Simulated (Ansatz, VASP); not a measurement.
## Two plane-wave programs on ReHg2Sb2

The input INCAR:

```
ALGO = Normal
EDIFF = 1E-6
EDIFFG = -0.04
ENCUT = 600
GGA = PE
IBRION = 2
ISIF = 3
ISMEAR = 0
LASPH = T
LCHARG = F
LREAL = F
LWAVE = F
NELM = 100
NSW = 90
PREC = Accurate
SIGMA = 0.1
```

The input KPOINTS:

```
k-points
0
Gamma
  4 4 4
```

The input POSCAR:

```
ReHg2Sb2
1.0
    4.7318978600      0.0000000000      0.0000000000
    0.0000000000      4.7318978600      0.0000000000
    0.0000000000      0.0000000000      6.4186801300
Re Hg Sb
1 2 2
Direct
    0.0000000000      0.0000000000      0.0000000000
    0.0000000000      0.5000000000      0.5000000000
    0.5000000000      0.0000000000      0.5000000000
    0.5000000000      0.5000000000      0.2399999900
    0.5000000000      0.5000000000      0.7600000100
```

Input for Ansatz:

```yaml
crystal:
  lattice:
    - [4.73189786, 0.0, 0.0]
    - [0.0, 4.73189786, 0.0]
    - [0.0, 0.0, 6.41868013]
  atoms:
    - { symbol: Re, position: [0.0, 0.0, 0.0] }
    - { symbol: Hg, position: [0.0, 0.5, 0.5] }
    - { symbol: Hg, position: [0.5, 0.0, 0.5] }
    - { symbol: Sb, position: [0.5, 0.5, 0.23999999] }
    - { symbol: Sb, position: [0.5, 0.5, 0.76000001] }
basis:
  ecutwfc: 420
kpoints:
  mp_grid: { grid: [4, 4, 4] }
hamiltonian:
  xc: pbe
scf:
  occupations: { method: gaussian, width: 0.1 }
  lower_state_search: "off"
output:
  forces: true
  stress: true
  eigenvalues: true
relax:
  adjacent_minimum: "off"
  f_tol: 0.04
  max_steps: 70
  cell: { stress_tol: 0.4 }
```

Change from the starting cell: species swapped into the CeMg2Si2 type (P4/mmm, No. 123).

Alike in both runs: task relaxation of cell and atoms; functional PBE; k mesh 4 × 4 × 4; occupations gaussian, width 0.1 eV; no spin polarisation.

```csv
,VASP,Ansatz
version,VASP 6.6.1,Ansatz 0.2.0
potentials or method,"VASP PAW PBE potentials, release 64 (Re, Hg, Sb), cutoff 600 eV","scalar-relativistic, plane waves, PAW"
valence electrons in the cell,41,85
```

Ansatz gave:

* gap on the k mesh at the Fermi level, each at its own relaxed structure (eV): none
* relaxed volume (Å³/atom): 25.85
* relaxed cell length with the largest relative difference (Å): 9.527

Problem. Which values does VASP return?

Solution. gap on the k mesh at the Fermi level, each at its own relaxed structure (eV): none; relaxed volume (Å³/atom): 25.90; relaxed cell length with the largest relative difference (Å): 9.490.

A gap of «none» marks a metal or a gap that the smearing closes. VASP's potentials hold 41 valence electrons a cell and Ansatz's 85, so a difference there can come from the potentials and not from the codes.

Neither program's run includes spin-orbit coupling.
